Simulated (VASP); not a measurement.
# HfN (Fm-3m) in VASP: a series of runs, part 2 of 3

VASP 6.6.1.

### 3 Single point, PBE

File INCAR:

```
  PREC = Accurate
  ENCUT = 600
  EDIFF = 1E-6
  ISMEAR = 0
  SIGMA = 0.012
  LREAL = F
  LASPH = T
  NELM = 120
  ALGO = Normal
  ISIF = 2
  LWAVE = F
  LCHARG = T
  GGA = PE
  LELF = T
  LVHAR = T
  NBANDS = 14
  GGA_COMPAT = F
```

File KPOINTS:

```
Automatic mesh
0
Gamma
  10 10 10
```

File POSCAR:

```
HfN
1.0
    0.0000000000      2.2560000000      2.2560000000
    2.2560000000      0.0000000000      2.2560000000
    2.2560000000      2.2560000000      0.0000000000
Hf N
1 1
Direct
    0.0000000000      0.0000000000      0.0000000000
    0.5000000000      0.5000000000      0.5000000000
```

Potentials or basis: VASP PAW PBE potentials, release 64 (Hf_pv, N).

Command:

```sh
$ cat potpaw_PBE.64/Hf_pv/POTCAR potpaw_PBE.64/N/POTCAR > POTCAR
$ mpirun -np 1 vasp_std > vasp.out
```

OUTCAR:

```text
PREC = Accurate
   ENCUT = 600
   EDIFF = 1E-6
   ISMEAR = 0
   LREAL = F
   LASPH = T
   NELM = 120
   ISIF = 2
   GGA = PE

 ion  position               nearest neighbor table
   1  0.000  0.000  0.000-   2 2.26   2 2.26   2 2.26   2 2.26   2 2.26   2 2.26
   2  0.500  0.500  0.500-   1 2.26   1 2.26   1 2.26   1 2.26   1 2.26   1 2.26

  LATTYP: Found a face centered cubic cell.
 ALAT       =     4.5120000000

  Lattice vectors:

 A1 = (   0.0000000000,   2.2560000000,   2.2560000000)
 A2 = (   2.2560000000,   0.0000000000,   2.2560000000)
 A3 = (   2.2560000000,   2.2560000000,   0.0000000000)

Analysis of symmetry for initial positions (statically):
=====================================================================
 Subroutine PRICEL returns:
 Original cell was already a primitive cell.

 Routine SETGRP: Setting up the symmetry group for a
 face centered cubic supercell.

 Subroutine GETGRP returns: Found 48 space group operations
 (whereof 48 operations were pure point group operations)
 out of a pool of 48 trial point group operations.

The static configuration has the point symmetry O_h .

Analysis of symmetry for dynamics (positions and initial velocities):
=====================================================================
 Subroutine PRICEL returns:
 Original cell was already a primitive cell.

 Routine SETGRP: Setting up the symmetry group for a
 face centered cubic supercell.

 Subroutine GETGRP returns: Found 48 space group operations
 (whereof 48 operations were pure point group operations)
 out of a pool of 48 trial point group operations.

The dynamic configuration has the point symmetry O_h .

 Subroutine INISYM returns: Found 48 space group operations
 (whereof 48 operations are pure point group operations),
 and found     1 'primitive' translations

----------------------------------------------------------------------------------------

                                     Primitive cell

  volume of cell :      22.9640

  direct lattice vectors                    reciprocal lattice vectors
     0.000000000  2.256000000  2.256000000    -0.221631206  0.221631206  0.221631206
     2.256000000  0.000000000  2.256000000     0.221631206 -0.221631206  0.221631206
     2.256000000  2.256000000  0.000000000     0.221631206  0.221631206 -0.221631206

  length of vectors
     3.190465797  3.190465797  3.190465797     0.383876509  0.383876509  0.383876509

  position of ions in fractional coordinates (direct lattice)
     0.000000000  0.000000000  0.000000000
     0.500000000  0.500000000  0.500000000

  ion indices of the primitive-cell ions
   primitive index   ion index
                 1           1
                 2           2

----------------------------------------------------------------------------------------

 KPOINTS: Automatic mesh

Automatic generation of k-mesh.
 Grid dimensions read from file:
 generate k-points for:   10   10   10

 Generating k-lattice:

  Cartesian coordinates                     Fractional coordinates (reciprocal lattice)
    -0.022163121  0.022163121  0.022163121     0.100000000  0.000000000  0.000000000
     0.022163121 -0.022163121  0.022163121     0.000000000  0.100000000  0.000000000
     0.022163121  0.022163121 -0.022163121     0.000000000  0.000000000  0.100000000

  Length of vectors
     0.038387651  0.038387651  0.038387651

  Shift w.r.t. Gamma in fractional coordinates (k-lattice)
     0.000000000  0.000000000  0.000000000

 Subroutine IBZKPT returns following result:
 ===========================================

 Found     47 irreducible k-points:

 Following reciprocal coordinates:
            Coordinates               Weight
  0.000000  0.000000  0.000000      1.000000
  0.100000  0.000000  0.000000      8.000000
  0.200000  0.000000  0.000000      8.000000
  0.300000  0.000000  0.000000      8.000000
  0.400000  0.000000  0.000000      8.000000
  0.500000  0.000000  0.000000      4.000000
[... 16 lines left out ...]
  0.300000  0.300000  0.000000      6.000000
  0.400000  0.300000  0.000000     24.000000
 [... further k-points ...]
   k-points           NKPTS =     47   k-points in BZ     NKDIM =     47   number of bands    NBANDS=     14
   number of dos      NEDOS =    301   number of ions     NIONS =      2
   total plane-waves  NPLWV =  21952
   dimension x,y,z NGX =    28 NGY =   28 NGZ =   28
   dimension x,y,z NGXF=    56 NGYF=   56 NGZF=   56
   ions per type =               1   1
   NGX,Y,Z   is equivalent  to a cutoff of  14.59, 14.59, 14.59 a.u.
   NGXF,Y,Z  is equivalent  to a cutoff of  29.18, 29.18, 29.18 a.u.
 SYSTEM =  unknown system
   PREC   = accura    normal or accurate (medium, high low for compatibility)
   ISTART =      0    job   : 0-new  1-cont  2-samecut
   ICHARG =      2    charge: 1-file 2-atom 10-const
   ISPIN  =      1    spin polarized calculation?
   LNONCOLLINEAR =      F non collinear calculations
   LSORBIT =      F    spin-orbit coupling
   LASPH  =      T    aspherical Exc in radial PAW
   ENCUT  =  600.0 eV  44.10 Ry    6.64 a.u.   6.37  6.37  6.37*2*pi/ulx,y,z
   NELM   =    120;   NELMIN=  2; NELMDL= -5     # of ELM steps
   EDIFF  = 0.1E-05   stopping-criterion for ELM
   LREAL  =      F    real-space projection
[... 7 lines left out ...]
   TEBEG  =    0.0;   TEEND  =   0.0 temperature during run
   PSTRESS=    0.0 pullay stress
   NELECT =      15.0000    total number of electrons
   NUPDOWN=      -1.0000    fix difference up-down
   EMIN   =  10.00;   EMAX   =-10.00  energy-range for DOS
   EFERMI =   0.00;   METHOD = LEGACY
   ISMEAR =     0;   SIGMA  =   0.01  broadening in eV -4-tet -1-fermi 0-gaus
   EFERMI_NEDOS =   21; number of points for ismear=-14 and -15
   IALGO  =     38    algorithm
   IMIX   =      4    mixing-type and parameters
     AMIX     =   0.40;   BMIX     =  1.00
     AMIX_MAG =   1.60;   BMIX_MAG =  1.00
  volume/ion in A,a.u.               =      11.48        77.48
  Fermi-wavevector in a.u.,A,eV,Ry     =   1.420440  2.684242 27.451783  2.017649
  Thomas-Fermi vector in A             =   2.541355
   LORBIT       =      0    0 simple, 1 ext, 2 COOP (PROOUT), +10 PAW based schemes
   GGA     = PE    functional components
   LHFCALC =     F    Hartree Fock is set to
   AEXX    =    0.0000 exact exchange contribution
   IVDW    =     0    specifies the selected vdW correction
   LEPSILON=     F    determine dielectric tensor
   LRPA    =     F    only Hartree local field effects (RPA)
 non-spin polarized calculation
 Gauss-broadening in eV      SIGMA  =   0.01
  energy-cutoff  :      600.00
  volume of cell :       22.96
 maximum number of plane-waves:       785
 NGX is ok and might be reduce to    28
   NGX = 13   NGY = 13   NGZ = 13

 number of electron      15.0000002 magnetization

 Free energy of the ion-electron system (eV)
  ---------------------------------------------------
  ext. energy  EPLUGINS =         0.00000000
  ---------------------------------------------------
  free energy    TOTEN  =       -21.74721971 eV

  energy without entropy =      -21.74716882  energy(sigma->0) =      -21.74719426

 E-fermi :   8.4624     XC(G=0): -12.7533

 val. band max:        8.4152362124   @ k =  -0.4000   0.3000   0.0000
 cond. band min:       8.4706038439   @ k =  -0.1000   0.1000   0.0000
 fundamental gap:      0.0553676315
 Fermi energy:         8.4623950000

 k-point     1 :       0.0000    0.0000    0.0000
  band No.  band energies     occupation
      1     -22.7097      2.00000
      2     -22.7097      2.00000
      3     -22.7097      2.00000
      4      -9.1194      2.00000
      5       5.3806      2.00000
      6       5.3806      2.00000
      7       5.3806      2.00000
      8       8.0745      2.00000
      9       8.0745      2.00000
     10       8.0745      2.00000
     11      10.2531      0.00000
     12      10.4022      0.00000
     13      10.4022      0.00000
     14      17.9965      0.00000
[... 375 lines left out ...]
 k-point    24 :       0.4000    0.3000    0.0000
  band No.  band energies     occupation
      1     -23.3923      2.00000
      2     -22.9768      2.00000
      3     -22.9474      2.00000
      4      -7.7193      2.00000
      5       1.8026      2.00000
      6       3.7942      2.00000
      7       4.2781      2.00000
      8       5.9383      2.00000
      9      12.5285      0.00000
     10      13.0212      0.00000
     11      13.1934      0.00000
     12      13.2679      0.00000
     13      17.6127      0.00000
     14      19.8103      0.00000

 [... further k-points ...]

------------------------ aborting loop because EDIFF is reached ----------------------------------------

  FORCE on cell =-STRESS in cart. coord.  units (eV):
  Direction    XX          YY          ZZ          XY          YZ          ZX
  --------------------------------------------------------------------------------------
  -------------------------------------------------------------------------------------
  Total        0.5859607      0.5859607      0.5859607     -0.0000000      0.0000000     -0.0000000
  in kB       40.8819652     40.8819652     40.8819652     -0.0000000      0.0000000     -0.0000000
  external PRESSURE =      40.8819652 kB  Pullay stress =       0.0000000 kB

 VOLUME and BASIS-vectors are now :
 -----------------------------------------------------------------------------
  energy-cutoff  :      600.00
  volume of cell :       22.96
      direct lattice vectors                 reciprocal lattice vectors
     0.000000000  2.256000000  2.256000000    -0.221631206  0.221631206  0.221631206
     2.256000000  0.000000000  2.256000000     0.221631206 -0.221631206  0.221631206
     2.256000000  2.256000000  0.000000000     0.221631206  0.221631206 -0.221631206

 POSITION                                       TOTAL-FORCE (eV/Angst)
 -----------------------------------------------------------------------------------
      0.00000      0.00000      0.00000        -0.000000     -0.000000     -0.000000
      2.25600      2.25600      2.25600         0.000000      0.000000      0.000000
 -----------------------------------------------------------------------------------
    total drift:                                0.000000      0.000000      0.000000

  FREE ENERGIE OF THE ION-ELECTRON SYSTEM (eV)
  ---------------------------------------------------
  free  energy   TOTEN  =       -21.7472197054 eV

  energy  without entropy=      -21.7471688240  energy(sigma->0) =      -21.74719426
```

stdout:

```text
POSCAR found type information on POSCAR HfN
 POSCAR found :  2 types and       2 ions
 scaLAPACK will be used
 LDA part: xc-table for (Slater+PW92), standard interpolation
 POSCAR, INCAR and KPOINTS ok, starting setup
 FFT: planning ... GRIDC
 FFT: planning ... GRID_SOFT
 FFT: planning ... GRID
 WAVECAR not read
 entering main loop
```

It took 14 s on 1 thread of AMD EPYC 9R45 (Zen 5), shared host; peak memory 0.14 GiB.

What came out:

- Free energy: -21.7472 eV
- Pressure: 4.1 GPa
- Band gap on the k mesh: zero (an odd number of electrons rules out a gap without spin polarisation)

Levels at points of the mesh, in eV from the Fermi level:
```
           k point  band 5  band 6  band 7  band 8  band 9  band 10  band 11  band 12
(0.00, 0.00, 0.00)   -3.08   -3.08   -3.08   -0.39   -0.39    -0.39     1.79     1.94
(0.50, 0.00, 0.00)   -8.95   -6.25   -6.25    3.25    3.69     3.69     4.41     8.84
(0.50, 0.50, 0.00)   -5.46   -3.87   -3.74   -3.74    4.08     5.52     5.52     5.60
```

Caveat: the cell stands under pressure; spin-orbit coupling is left out, which moves the levels of the heavy elements.

[end of part 2 of 3]
